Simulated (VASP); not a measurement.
Ru2C:

```
Ru C
1.0
     2.90855    0.00000    0.00000
    -1.45428    2.51888    0.00000
     0.00000    0.00000    4.37069
Ru C
2 1
Direct
  0.66667 0.33333 0.24671
  0.33333 0.66667 0.75329
  0.00000 0.00000 0.50000
```

| Item | Value |
| --- | --- |
| Program | VASP 6.6.1 |
| Task | relaxation of cell and atoms |
| Functional | PBE |
| Potentials or basis | VASP PAW PBE potentials, release 64 (Ru_pv, C) |
| Cutoff | 600 eV |
| k mesh | 6 × 6 × 4 |
| Occupations | gaussian, width 0.1 eV |
| Spin | no spin polarisation |

At the start: pressure 33.4 GPa; volume 10.67 Å³/atom.

**Question.** Where does the relaxation end?

**Answer.** Over 31 steps the energy falls by 137.5 meV/atom and the volume is 11.46 Å³/atom (+7.4 %); space group P-3m1 (No. 164, to 0.05 Å).

Step by step:
```tsv
step	energy change (eV)	largest force (eV/Å)	pressure (GPa)	volume (Å³)
1	0.0000	0.0155	33.41	32.02
2	0.9442	2.0891	-38.92	43.47
3	-0.3000	0.8952	-2.71	35.36
4	-0.3018	0.8449	-0.89	35.13
5	-0.3018	0.8304	-0.35	35.07
6	-0.3396	0.2567	0.99	35.31
7	-0.3400	0.1548	0.76	35.29
8	-0.3439	0.0953	-1.78	35.55
9	-0.3446	0.0688	-3.25	35.70
10	-0.3457	0.0783	-3.40	35.71
11	-0.3498	0.1042	-3.93	35.74
12	-0.3589	0.1291	-4.94	35.79
13	-0.3710	0.0512	-6.73	35.88
14	-0.3765	0.0770	-6.15	35.77
15	-0.3858	0.2042	-4.52	35.48
16	-0.3867	0.5472	-0.79	34.88
17	-0.3895	0.3769	-2.90	35.20
18	-0.3896	0.4108	-2.54	35.15
19	-0.3934	0.3969	-1.96	35.05
20	-0.4016	0.3506	-0.17	34.76
21	-0.4018	0.2347	3.83	34.18
22	-0.4045	0.2967	1.83	34.46
23	-0.4073	0.1668	0.70	34.53
24	-0.4082	0.0388	-0.52	34.60
25	-0.4082	0.0504	-0.50	34.60
26	-0.4090	0.0420	-0.34	34.56
27	-0.4109	0.0183	-0.06	34.46
28	-0.4120	0.0561	0.56	34.25
29	-0.4121	0.0293	0.37	34.31
30	-0.4121	0.0338	0.39	34.30
31	-0.4124	0.0330	-0.32	34.38
```

Final structure:
```yaml
crystal:
  lattice:
    - [2.83860, 0.00000, 0.00000]
    - [-1.41930, 2.45830, 0.00000]
    - [0.00000, 0.00000, 4.92730]
  atoms:
    - { symbol: Ru, position: [0.66667, 0.33333, 0.23838] }
    - { symbol: Ru, position: [0.33333, 0.66667, 0.76162] }
    - { symbol: C, position: [0.00000, 0.00000, 0.50000] }
```

Caveat: the k points lie up to 0.43 Å⁻¹ apart in the final cell.
